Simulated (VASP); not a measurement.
# Mg6O5 (a cell with a defect) in VASP: single point with PBE

Aim: the single point of Mg6O5 (a cell with a defect) with PBE.

Program: VASP 6.6.1. These are calculated values, not measurements. Logs are shortened: lines on timing, memory, paths and dates and some standing lists are left out, and cuts for length are marked.

### 1 The cell of the first run

The cell holds a defect, 11 atoms: a = 5.634 Å, b = 5.634 Å, c = 5.634 Å, α = 90.00°, β = 90.00°, γ = 90.00°.

### 2 Single point, PBE (atom 9 moved 0.000 of the way to it and +0.000 Å across, host rigid)

INCAR reads:

```
SYSTEM = Mg6O5
PREC = Accurate
ENCUT = 520
EDIFF = 1E-6
ISMEAR = 0
SIGMA = 0.05
LREAL = .False.
LASPH = .True.
NELM = 80
ALGO = Normal
ISIF = 2
LWAVE = .False.
LCHARG = .False.
GGA = PE
NBANDS = 32
```

KPOINTS reads:

```
regular mesh
0
Gamma
  4 4 4
  0 0 0
```

POSCAR reads:

```
Mg6O5
1.0
    5.6337039799      0.0000000000      0.0000000000
    0.0000000000      5.6337039799      0.0000000000
    0.0000000000      0.0000000000      5.6337039799
Mg O
6 5
Direct
    0.2500000000      0.0000000000      0.5000000000
    0.0000000000      0.5000000000      0.2500000000
    0.5000000000      0.7500000000      0.0000000000
    0.7500000000      0.0000000000      0.5000000000
    0.0000000000      0.5000000000      0.7500000000
    0.5000000000      0.2500000000      0.0000000000
    0.5000000000      0.0000000000      0.2500000000
    0.0000000000      0.7500000000      0.5000000000
    0.7500000000      0.5000000000      0.0000000000
    0.5000000000      0.0000000000      0.7500000000
    0.0000000000      0.2500000000      0.5000000000
```

Potentials or basis: VASP PAW PBE potentials, release 64 (Mg, O).

Command:

```sh
> cat potpaw_PBE.64/Mg/POTCAR potpaw_PBE.64/O/POTCAR > POTCAR
> mpirun -np 1 vasp_std > vasp.out
```

OUTCAR:

```text
SYSTEM = Mg6O5
   PREC = Accurate
   ENCUT = 520
   EDIFF = 1E-6
   ISMEAR = 0
   LREAL = .False.
   LASPH = .True.
   NELM = 80
   ISIF = 2
   GGA = PE

 ion  position               nearest neighbor table
   1  0.250  0.000  0.500-   7 1.99   8 1.99  10 1.99  11 1.99   4 2.82   4 2.82   2 3.45   5 3.45
                             6 3.45   3 3.45   6 3.45   2 3.45   5 3.45   3 3.45
   2  0.000  0.500  0.250-   8 1.99   9 1.99  11 1.99   5 2.82   5 2.82   3 3.45   4 3.45   1 3.45
                             6 3.45   1 3.45   4 3.45   3 3.45   6 3.45
   3  0.500  0.750  0.000-   7 1.99   9 1.99  10 1.99   6 2.82   6 2.82   2 3.45   4 3.45   5 3.45
                             1 3.45   4 3.45   1 3.45   2 3.45   5 3.45
   4  0.750  0.000  0.500-   7 1.99   8 1.99  10 1.99  11 1.99   1 2.82   1 2.82   3 3.45   5 3.45
                             6 3.45   3 3.45   6 3.45   2 3.45   5 3.45   2 3.45
   5  0.000  0.500  0.750-   8 1.99   9 1.99  11 1.99   2 2.82   2 2.82   1 3.45   3 3.45   4 3.45
                             6 3.45   1 3.45   4 3.45   3 3.45   6 3.45
   6  0.500  0.250  0.000-   7 1.99   9 1.99  10 1.99   3 2.82   3 2.82   2 3.45   1 3.45   4 3.45
                             1 3.45   4 3.45   5 3.45   2 3.45   5 3.45
   7  0.500  0.000  0.250-   1 1.99   3 1.99   4 1.99   6 1.99
   8  0.000  0.750  0.500-   1 1.99   2 1.99   4 1.99   5 1.99
   9  0.750  0.500  0.000-   2 1.99   3 1.99   5 1.99   6 1.99
  10  0.500  0.000  0.750-   1 1.99   3 1.99   4 1.99   6 1.99
  11  0.000  0.250  0.500-   1 1.99   2 1.99   4 1.99   5 1.99

  LATTYP: Found a simple cubic cell.
 ALAT       =     5.6337039799

  Lattice vectors:

 A1 = (   5.6337039799,   0.0000000000,   0.0000000000)
 A2 = (   0.0000000000,   5.6337039799,   0.0000000000)
 A3 = (   0.0000000000,   0.0000000000,   5.6337039799)

Analysis of symmetry for initial positions (statically):
=====================================================================
 Subroutine PRICEL returns:
 Original cell was already a primitive cell.

 Routine SETGRP: Setting up the symmetry group for a
 simple cubic supercell.

 Subroutine GETGRP returns: Found  8 space group operations
 (whereof  4 operations were pure point group operations)
 out of a pool of 48 trial point group operations.

The static configuration has the point symmetry C_2v.
 The point group associated with its full space group is D_2d.

Analysis of symmetry for dynamics (positions and initial velocities):
=====================================================================
 Subroutine PRICEL returns:
 Original cell was already a primitive cell.

 Routine SETGRP: Setting up the symmetry group for a
 simple cubic supercell.

 Subroutine GETGRP returns: Found  8 space group operations
 (whereof  4 operations were pure point group operations)
[... 130 lines left out ...]
   EFERMI_NEDOS =   21; number of points for ismear=-14 and -15
   IALGO  =     38    algorithm
   IMIX   =      4    mixing-type and parameters
     AMIX     =   0.40;   BMIX     =  1.00
     AMIX_MAG =   1.60;   BMIX_MAG =  1.00
  volume/ion in A,a.u.               =      16.26       109.69
  Fermi-wavevector in a.u.,A,eV,Ry     =   1.010099  1.908810 13.882022  1.020300
  Thomas-Fermi vector in A             =   2.143067
   LORBIT       =      0    0 simple, 1 ext, 2 COOP (PROOUT), +10 PAW based schemes
   GGA     = PE    functional components
   LHFCALC =     F    Hartree Fock is set to
   AEXX    =    0.0000 exact exchange contribution
   IVDW    =     0    specifies the selected vdW correction
   LEPSILON=     F    determine dielectric tensor
   LRPA    =     F    only Hartree local field effects (RPA)
 non-spin polarized calculation
 Gauss-broadening in eV      SIGMA  =   0.05
  energy-cutoff  :      520.00
  volume of cell :      178.81
 maximum number of plane-waves:      4842
 NGX is ok and might be reduce to    42
   NGX = 21   NGY = 21   NGZ = 21

 number of electron      41.9999965 magnetization

 Free energy of the ion-electron system (eV)
  ---------------------------------------------------
  ext. energy  EPLUGINS =         0.00000000
  ---------------------------------------------------
  free energy    TOTEN  =       -58.88231798 eV

  energy without entropy =      -58.88231798  energy(sigma->0) =      -58.88231798

 E-fermi :   2.3262     XC(G=0):  -8.3062

 val. band max:        2.1042521841   @ k =   0.5000   0.5000   0.5000
 cond. band min:       3.2777437119   @ k =   0.0000   0.5000   0.0000
 fundamental gap:      1.1734915278
 Fermi energy:         2.3262099127

 k-point     1 :       0.0000    0.0000    0.0000
  band No.  band energies     occupation
      1     -16.4222      2.00000
      2     -16.1343      2.00000
      3     -15.9929      2.00000
      4     -15.5658      2.00000
      5     -15.5658      2.00000
      6      -3.5556      2.00000
[... 619 lines left out ...]
     31      10.5320      0.00000
     32      10.8499      0.00000

------------------------ aborting loop because EDIFF is reached ----------------------------------------

  FORCE on cell =-STRESS in cart. coord.  units (eV):
  Direction    XX          YY          ZZ          XY          YZ          ZX
  --------------------------------------------------------------------------------------
  -------------------------------------------------------------------------------------
  Total       -1.6575147      0.5517158      0.5517158      0.0000000      0.0000000      0.0000000
  in kB      -14.8520327      4.9436067      4.9436067      0.0000000      0.0000000      0.0000000
  external PRESSURE =      -1.6549398 kB  Pullay stress =       0.0000000 kB

 VOLUME and BASIS-vectors are now :
 -----------------------------------------------------------------------------
  energy-cutoff  :      520.00
  volume of cell :      178.81
      direct lattice vectors                 reciprocal lattice vectors
     5.633703980  0.000000000  0.000000000     0.177503114  0.000000000  0.000000000
     0.000000000  5.633703980  0.000000000     0.000000000  0.177503114  0.000000000
     0.000000000  0.000000000  5.633703980     0.000000000  0.000000000  0.177503114

 POSITION                                       TOTAL-FORCE (eV/Angst)
 -----------------------------------------------------------------------------------
      1.40843      0.00000      2.81685        -0.000000     -0.000000      0.000000
      0.00000      2.81685      1.40843         0.083835     -0.000000      0.343572
      2.81685      4.22528      0.00000        -0.083835      0.343572      0.000000
      4.22528      0.00000      2.81685        -0.000000     -0.000000      0.000000
      0.00000      2.81685      4.22528         0.083835     -0.000000     -0.343572
      2.81685      1.40843      0.00000        -0.083835     -0.343572      0.000000
      2.81685      0.00000      1.40843         0.099778     -0.000000     -0.059838
      0.00000      4.22528      2.81685        -0.099778     -0.059838      0.000000
      4.22528      2.81685      0.00000        -0.000000     -0.000000      0.000000
      2.81685      0.00000      4.22528         0.099778     -0.000000      0.059838
      0.00000      1.40843      2.81685        -0.099778      0.059838      0.000000
 -----------------------------------------------------------------------------------
    total drift:                               -0.000000      0.000000     -0.000000

  FREE ENERGIE OF THE ION-ELECTRON SYSTEM (eV)
  ---------------------------------------------------
  free  energy   TOTEN  =       -58.8823179808 eV

  energy  without entropy=      -58.8823179808  energy(sigma->0) =      -58.88231798
```

stdout:

```text
POSCAR found type information on POSCAR MgO
 POSCAR found :  2 types and      11 ions
 scaLAPACK will be used
 LDA part: xc-table for (Slater+PW92), standard interpolation
 POSCAR, INCAR and KPOINTS ok, starting setup
 FFT: planning ... GRIDC
 FFT: planning ... GRID_SOFT
 FFT: planning ... GRID
 WAVECAR not read
 entering main loop
```

It took 3.2 min on 1 thread of AMD EPYC 7R43 (Zen 3), shared host; peak memory 0.24 GiB.

Results:

```
Free energy            : -58.8823 eV
Pressure               : -0.2 GPa
Largest force          : 0.354 eV/Å
Band gap on the k mesh : 1.17 eV
```

Forces on the atoms (eV/Å):
```
Mg   0.000  0.000  0.000
Mg   0.084  0.000  0.344
Mg  -0.084  0.344  0.000
Mg   0.000  0.000  0.000
Mg   0.084  0.000 -0.344
Mg  -0.084 -0.344  0.000
O    0.100  0.000 -0.060
O   -0.100 -0.060  0.000
O    0.000  0.000  0.000
O    0.100  0.000  0.060
O   -0.100  0.060  0.000
```

Stress tensor (GPa, compression positive):
```
-1.49  0.00  0.00
 0.00  0.49  0.00
 0.00  0.00  0.49
```

Caveat: the cell differs from its parent crystal (atom 9 moved 0.000 of the way to it and +0.000 Å across, host rigid).
